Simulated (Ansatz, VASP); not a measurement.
# Ta in VASP and in Ansatz

```xyz
1
Lattice="-1.6622 1.6622 1.6622 1.6622 -1.6622 1.6622 1.6622 1.6622 -1.6622" Properties=species:S:1:pos:R:3 pbc="T T T"
Ta    0.0000    0.0000    0.0000
```

Change from the starting cell: volume scaled by 1.02, crystal datasets.

Alike in both runs: task electric field gradients; functional PBEsol; k mesh 17 × 17 × 17; occupations fermi-dirac, width 0.08 eV; no spin polarisation.

|  | VASP | Ansatz |
| --- | --- | --- |
| version | VASP 6.6.1 | Ansatz 0.2.0 |
| potentials or method | VASP PAW PBE potentials, release 64 (Ta_pv), cutoff 520 eV | all-electron PAW with datasets made for the crystal, scalar-relativistic |

```csv
,VASP,Ansatz,Ansatz less VASP
pressure (GPa),-7.4,-7.5,-0.16
```

VASP's potentials were made for PBE, not for PBEsol. Ansatz ran all-electron here, and VASP with PAW potentials.

Spin-orbit coupling is off throughout.
